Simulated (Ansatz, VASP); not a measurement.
One calculation of Bi2TeO4, two programs

```
Bi Te O
1.0
     6.07867    0.00000    0.00000
     0.00000    6.07867    0.00000
     0.00000    0.00000    3.21152
Bi Te O
2 1 4
Direct
  0.50000 0.00000 0.50000
  0.00000 0.50000 0.50000
  0.00000 0.00000 0.00000
  0.25147 0.25147 0.00000
  0.74853 0.25147 0.00000
  0.74853 0.74853 0.00000
  0.25147 0.74853 0.00000
```

Alike in both runs: functional PBE; k mesh 6 × 6 × 12; occupations gaussian, width 0.1 eV; no spin polarisation.

Ansatz relaxed the structure, and its values are those at the end. VASP's run is a single point on that final structure, the one shown.

|  | VASP | Ansatz |
| --- | --- | --- |
| version | VASP 6.6.1 | Ansatz 0.2.0 |
| potentials or method | VASP PAW PBE potentials, release 64 (Bi_d, Te, O), cutoff 520 eV | scalar-relativistic, plane waves, PAW |
| valence electrons in the cell | 60 | 70 |

Ansatz gave:

```
gap on the k mesh at the Fermi level (eV) : none
pressure (GPa)                            : 0.0
rms of the force components (eV/Å)        : 0.000
```

What did VASP give for the same quantities?

gap on the k mesh at the Fermi level (eV): none; pressure (GPa): -0.1; rms of the force components (eV/Å): 0.008.

A gap of «none» marks a metal or a gap that the smearing closes. With one functional, cell and mesh, what is left measures potentials, basis and numerics. VASP's potentials hold 60 valence electrons a cell and Ansatz's 70, so a difference there can come from the potentials and not from the codes.

Spin-orbit coupling is off throughout.
